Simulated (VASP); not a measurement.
# TaSi2 (P3_212) in VASP: notebook

Runs on TaSi2. Level: PBEsol. Tasks: single point.

All numbers are computed with VASP 6.6.1; they aren't measurements. Logs are shortened: lines on timing, memory, paths and dates and some standing lists are left out, and cuts for length are marked.

**1. The cell of the first run**

It takes space group P3_212 (No. 153, trigonal). Conventional cell: a = 4.761 Å, b = 4.761 Å, c = 6.556 Å, α = 90.00°, β = 90.00°, γ = 120.00°. Within 3.5 Å of Ta (site symmetry 2) lie 10 Si at 2.63 to 2.88 Å and 2 Ta at 2.87 Å. Within 3.4 Å of Si (site symmetry 2) lie 7 Si at 2.58 to 2.88 Å and 5 Ta at 2.63 to 2.75 Å. Si (site symmetry 2) has 7 Si at 2.58 to 3.03 Å and 5 Ta at 2.65 to 2.88 Å within 3.4 Å.

**2. Single point, PBEsol (mode 4 (107.0 1/cm) frozen in, largest displacement -0.300 Å)**

File INCAR:

```
PREC = Accurate
ENCUT = 520
EDIFF = 1E-6
ISMEAR = 0
SIGMA = 0.15
LREAL = F
LASPH = T
NELM = 100
ALGO = Normal
ISIF = 2
LWAVE = F
LCHARG = T
GGA = PS
LELF = T
LVHAR = T
NBANDS = 38
```

File KPOINTS:

```
Automatic mesh
0
Gamma
  12 12 6
```

File POSCAR:

```
TaSi2
1.0
    4.7608595319      0.0000000000      0.0000000000
   -2.3804297659      4.1230252985      0.0000000000
    0.0000000000      0.0000000000      6.5557841497
Ta Si
3 6
Direct
    0.4636189475     -0.0727621051      0.5000000000
    0.4636189475      0.5363810525      0.8333333333
    0.0727621051      0.5363810525      0.1666666667
    0.1317147842      0.2634295684      0.5000000000
    0.8131796982      0.1868203018      0.8333333333
    0.7365704316      0.8682852158      0.1666666667
    0.8131796982      0.6263593964      0.5000000000
    0.1317147842      0.8682852158      0.8333333333
    0.3736406036      0.1868203018      0.1666666667
```

Potentials or basis: VASP PAW PBE potentials, release 64 (Ta_pv, Si).

The run is started by

```sh
$ cat potpaw_PBE.64/Ta_pv/POTCAR potpaw_PBE.64/Si/POTCAR > POTCAR
$ mpirun -np 1 vasp_std > vasp.out
```

OUTCAR:

```text
PREC = Accurate
   ENCUT = 520
   EDIFF = 1E-6
   ISMEAR = 0
   LREAL = F
   LASPH = T
   NELM = 100
   ISIF = 2
   GGA = PS

 ion  position               nearest neighbor table
   1  0.464  0.927  0.500-   6 2.63   8 2.63   5 2.65   9 2.65   7 2.68   7 2.68   4 2.74   4 2.75
                             4 2.75   2 2.87   3 2.87   7 2.88
   2  0.464  0.536  0.833-   4 2.63   6 2.63   7 2.65   9 2.65   5 2.68   5 2.68   8 2.74   8 2.75
                             8 2.75   1 2.87   3 2.87   5 2.88
   3  0.073  0.536  0.167-   4 2.63   8 2.63   7 2.65   5 2.65   9 2.68   9 2.68   6 2.74   6 2.75
                             6 2.75   1 2.87   2 2.87   9 2.88
   4  0.132  0.263  0.500-   9 2.58   5 2.58   7 2.63   3 2.63   2 2.63   1 2.74   1 2.75   1 2.75
                             7 2.81   7 2.81   8 2.88   6 2.88
   5  0.813  0.187  0.833-   4 2.58   6 2.58   8 2.63   1 2.65   3 2.65   2 2.68   2 2.68   8 2.81
                             8 2.81   2 2.88   7 3.03   9 3.03
   6  0.737  0.868  0.167-   7 2.58   5 2.58   9 2.63   1 2.63   2 2.63   3 2.74   3 2.75   3 2.75
                             9 2.81   9 2.81   4 2.88   8 2.88
   7  0.813  0.626  0.500-   6 2.58   8 2.58   4 2.63   2 2.65   3 2.65   1 2.68   1 2.68   4 2.81
                             4 2.81   1 2.88   5 3.03   9 3.03
   8  0.132  0.868  0.833-   7 2.58   9 2.58   5 2.63   1 2.63   3 2.63   2 2.74   2 2.75   2 2.75
                             5 2.81   5 2.81   4 2.88   6 2.88
   9  0.374  0.187  0.167-   4 2.58   8 2.58   6 2.63   1 2.65   2 2.65   3 2.68   3 2.68   6 2.81
                             6 2.81   3 2.88   7 3.03   5 3.03

  LATTYP: Found a hexagonal cell.
 ALAT       =     4.7608595319
 C/A-ratio  =     1.3770169243

  Lattice vectors:

 A1 = (   4.7608595319,   0.0000000000,   0.0000000000)
 A2 = (  -2.3804297659,   4.1230252985,   0.0000000000)
 A3 = (   0.0000000000,   0.0000000000,   6.5557841497)

Analysis of symmetry for initial positions (statically):
=====================================================================
 Subroutine PRICEL returns:
 Original cell was already a primitive cell.

 Routine SETGRP: Setting up the symmetry group for a
 hexagonal supercell.

 Subroutine GETGRP returns: Found  6 space group operations
 (whereof  2 operations were pure point group operations)
 out of a pool of 24 trial point group operations.

The static configuration has the point symmetry C_2 .
 The point group associated with its full space group is D_3 .

Analysis of symmetry for dynamics (positions and initial velocities):
=====================================================================
 Subroutine PRICEL returns:
 Original cell was already a primitive cell.

 Routine SETGRP: Setting up the symmetry group for a
 hexagonal supercell.

 Subroutine GETGRP returns: Found  6 space group operations
[... 131 lines left out ...]
   EMIN   =  10.00;   EMAX   =-10.00  energy-range for DOS
   EFERMI =   0.00;   METHOD = LEGACY
   ISMEAR =     0;   SIGMA  =   0.15  broadening in eV -4-tet -1-fermi 0-gaus
   EFERMI_NEDOS =   21; number of points for ismear=-14 and -15
   IALGO  =     38    algorithm
   IMIX   =      4    mixing-type and parameters
     AMIX     =   0.40;   BMIX     =  1.00
     AMIX_MAG =   1.60;   BMIX_MAG =  1.00
  volume/ion in A,a.u.               =      14.30        96.49
  Fermi-wavevector in a.u.,A,eV,Ry     =   1.247933  2.358251 21.188838  1.557336
  Thomas-Fermi vector in A             =   2.382042
   LORBIT       =      0    0 simple, 1 ext, 2 COOP (PROOUT), +10 PAW based schemes
   GGA     = PS    functional components
   LHFCALC =     F    Hartree Fock is set to
   AEXX    =    0.0000 exact exchange contribution
   IVDW    =     0    specifies the selected vdW correction
   LEPSILON=     F    determine dielectric tensor
   LRPA    =     F    only Hartree local field effects (RPA)
 non-spin polarized calculation
 Gauss-broadening in eV      SIGMA  =   0.15
  energy-cutoff  :      520.00
  volume of cell :      128.68
 maximum number of plane-waves:      3501
   NGX = 17   NGY = 17   NGZ = 25

 number of electron      57.0000002 magnetization

 Free energy of the ion-electron system (eV)
  ---------------------------------------------------
  ext. energy  EPLUGINS =         0.00000000
  ---------------------------------------------------
  free energy    TOTEN  =       -76.07981603 eV

  energy without entropy =      -76.05022150  energy(sigma->0) =      -76.06501876

 E-fermi :   9.6512     XC(G=0): -12.2046

 val. band max:        9.6506866743   @ k =   0.4167   0.0000   0.1667
 cond. band min:       9.6567697308   @ k =   0.2500   0.0000   0.3333
 fundamental gap:      0.0060830565
 Fermi energy:         9.6512182513

 k-point     1 :       0.0000    0.0000    0.0000
  band No.  band energies     occupation
      1     -24.9734      2.00000
      2     -24.9734      2.00000
      3     -24.8735      2.00000
      4     -24.7855      2.00000
      5     -24.7855      2.00000
      6     -24.7527      2.00000
[... 973 lines left out ...]
     37      13.3914      0.00000
     38      13.5044      0.00000

 [... further k-points ...]

------------------------ aborting loop because EDIFF is reached ----------------------------------------

  FORCE on cell =-STRESS in cart. coord.  units (eV):
  Direction    XX          YY          ZZ          XY          YZ          ZX
  --------------------------------------------------------------------------------------
  -------------------------------------------------------------------------------------
  Total        1.3150541      1.3150541      2.7890405      0.0000000      0.0000000      0.0000000
  in kB       16.3729976     16.3729976     34.7247706      0.0000000      0.0000000      0.0000000
  external PRESSURE =      22.4902552 kB  Pullay stress =       0.0000000 kB

 VOLUME and BASIS-vectors are now :
 -----------------------------------------------------------------------------
  energy-cutoff  :      520.00
  volume of cell :      128.68
      direct lattice vectors                 reciprocal lattice vectors
     4.760859532  0.000000000  0.000000000     0.210046105  0.121270175  0.000000000
    -2.380429766  4.123025298  0.000000000     0.000000000  0.242540350  0.000000000
     0.000000000  0.000000000  6.555784150     0.000000000  0.000000000  0.152537054

 POSITION                                       TOTAL-FORCE (eV/Angst)
 -----------------------------------------------------------------------------------
      0.00000      3.82303      3.27789         0.000000      2.588922     -0.000000
      0.93041      2.21151      5.46315         2.242072     -1.294461      0.000000
     -0.93041      2.21151      1.09263        -2.242072     -1.294461     -0.000000
      0.00000      1.08613      3.27789         0.000000      0.487964     -0.000000
      3.42672      0.77026      5.46315         0.031445     -0.018155     -0.000000
      1.43982      3.57996      1.09263        -0.422589     -0.243982     -0.000000
      2.38043      2.58250      3.27789         0.000000      0.036310     -0.000000
     -1.43982      3.57996      5.46315         0.422589     -0.243982     -0.000000
      1.33414      0.77026      1.09263        -0.031445     -0.018155      0.000000
 -----------------------------------------------------------------------------------
    total drift:                               -0.000000     -0.000000     -0.000000

  FREE ENERGIE OF THE ION-ELECTRON SYSTEM (eV)
  ---------------------------------------------------
  free  energy   TOTEN  =       -76.0798160271 eV

  energy  without entropy=      -76.0502215007  energy(sigma->0) =      -76.06501876
```

Run time: 14 min. Hardware: 1 thread of AMD EPYC 7R43 (Zen 3), shared host; peak memory 0.47 GiB.

Results:

| Quantity | Value |
| --- | --- |
| Free energy | -76.0798 eV |
| Pressure | 2.2 GPa |
| Largest force | 2.589 eV/Å |

Forces on the atoms (eV/Å):
```
Ta   0.000  2.589  0.000
Ta   2.242 -1.294  0.000
Ta  -2.242 -1.294  0.000
Si   0.000  0.488  0.000
Si   0.031 -0.018  0.000
Si  -0.423 -0.244  0.000
Si   0.000  0.036  0.000
Si   0.423 -0.244  0.000
Si  -0.031 -0.018  0.000
```

Caveat: the cell differs from its parent crystal (mode 4 (107.0 1/cm) frozen in, largest displacement -0.300 Å); the PAW data sets were made with another functional, which shifts forces and pressure a little; spin-orbit coupling is left out, which moves the levels of the heavy elements.

(Continued in part 2 of 2.)
